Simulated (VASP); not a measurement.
A run of VASP 6.6.1 is set up as follows.

File POSCAR:

```
TiSi2
1.0
    1.7677192121     -6.7829817544      0.0000000000
    1.7677192121      6.7829817544      0.0000000000
    0.0000000000      0.0000000000      3.5708218851
Ti Si
2 4
Direct
    0.8966493564      0.1033506436      0.7500000000
    0.1033506436      0.8966493564      0.2500000000
    0.5581199990      0.4418800010      0.7500000000
    0.4418800010      0.5581199990      0.2500000000
    0.2498413705      0.7501586295      0.7500000000
    0.7501586295      0.2498413705      0.2500000000
```

Contents of INCAR.step1:

```
SYSTEM = TiSi2
ALGO = Normal ; EDIFF = 1E-4
ENCUT = 520 ; GGA = PE
ISMEAR = 0 ; LASPH = .TRUE.
LCHARG = .FALSE. ; LREAL = .FALSE.
LWAVE = .TRUE. ; NBANDS = 29
NELM = 100 ; PREC = Accurate
SIGMA = 0.1
```

Contents of INCAR.step2:

```
SYSTEM = TiSi2
ALGO = Normal ; EDIFF = 1E-6
ENCUT = 520 ; ISIF = 2
ISMEAR = 0 ; ISTART = 1
LASPH = .TRUE. ; LCHARG = .FALSE.
LMIXTAU = .TRUE. ; LREAL = .FALSE.
LWAVE = .FALSE. ; METAGGA = R2SCAN
NBANDS = 29 ; NELM = 100
PREC = Accurate ; SIGMA = 0.1
```

File KPOINTS:

```
k-points
0
G
  10 10 10
  0 0 0
```

Potentials or basis: VASP PAW PBE potentials, release 64 (Ti_sv, Si).

Command:

```console
$ cat potpaw_PBE.64/Ti_sv/POTCAR potpaw_PBE.64/Si/POTCAR > POTCAR
$ cp INCAR.step1 INCAR
$ mpirun -np 1 vasp_std > vasp.out
$ cp INCAR.step2 INCAR
$ mpirun -np 1 vasp_std > vasp.out
```

Question: What does it give for the pressure?

Answer: -0.7 GPa.

Question: Predict the largest force.

Answer: 0.023 eV/Å.

Forces in eV/Å, atoms in the order of the input:
```
Ti   0.000  0.002  0.000
Ti   0.000 -0.002  0.000
Si   0.000  0.023  0.000
Si   0.000 -0.023  0.000
Si   0.000 -0.002  0.000
Si   0.000  0.002  0.000
```

Caveat: the PAW data sets were made with another functional, which shifts forces and pressure a little.
